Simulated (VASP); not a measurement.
A run of VASP 6.6.1 is set up as follows.

The input INCAR:

```
ALGO     = Fast           # electronic algorithm
EDIFF    = 1E-7           # SCF threshold, eV
EDIFFG   = -0.005         # ionic threshold
ENCUT    = 600            # plane-wave cutoff, eV
GGA      = PE             # functional
IBRION   = 2              # ionic algorithm
ISIF     = 3              # what is computed and relaxed
ISMEAR   = 0              # smearing method
LASPH    = True           # aspherical terms in the spheres
LCHARG   = False          # write CHGCAR
LREAL    = False          # projectors in reciprocal space
LWAVE    = False          # write WAVECAR
NELM     = 60             # most SCF steps
NSW      = 100            # ionic steps
PREC     = Accurate       # precision mode
SIGMA    = 0.1            # smearing width, eV
```

Contents of KPOINTS:

```
k-points
0
Gamma
  6 8 6
```

Contents of POSCAR:

```
Zr3Cd2
1.0
    5.5945692856      0.0000000000      0.0000000000
    0.0000000000      5.2117889216      0.0000000000
    0.0000000000      0.0000000000      5.5960347615
Zr Cd
3 2
Direct
    0.0000000000      0.0000000000      0.5000000000
    0.5000000000      0.0000000000      0.0000000000
    0.0000000000      0.0000000000      0.0000000000
    0.5000000000      0.5000000000      0.5000000000
    0.5000000000      0.0000000000      0.5000000000
```

Potentials or basis: VASP PAW PBE potentials, release 64 (Zr_sv, Cd).

Launch:

```console
$ cat potpaw_PBE.64/Zr_sv/POTCAR potpaw_PBE.64/Cd/POTCAR > POTCAR
$ mpirun -np 1 vasp_std > vasp.out
```

**Question.** Predict the relaxed cell.

**Answer.** a = 5.598 Å, b = 5.226 Å, c = 5.598 Å, α = 90.00°, β = 90.00°, γ = 90.00°.

**Question.** Estimate the space group after relaxing (to 0.1 Å).

**Answer.** P4/mmm (No. 123).

**Question.** What does it give for the band gap on the k mesh?

**Answer.** Zero (bands 30 and 31 overlap by 0.89 eV).

**Question.** What does it give for the relaxed volume?

**Answer.** 32.76 Å³/atom.

Final structure:
```yaml
crystal:
  lattice:
    - [5.59846, 0.00000, 0.00000]
    - [0.00000, 5.22561, 0.00000]
    - [0.00000, 0.00000, 5.59822]
  atoms:
    - { symbol: Zr, position: [0.00000, 0.00000, 0.50000] }
    - { symbol: Zr, position: [0.50000, 0.00000, 0.00000] }
    - { symbol: Zr, position: [0.00000, 0.00000, 0.00000] }
    - { symbol: Cd, position: [0.50000, 0.50000, 0.50000] }
    - { symbol: Cd, position: [0.50000, 0.00000, 0.50000] }
```

PBE usually gives volumes a little too large and moduli too small. Zero-point motion and thermal expansion aren't in these numbers.
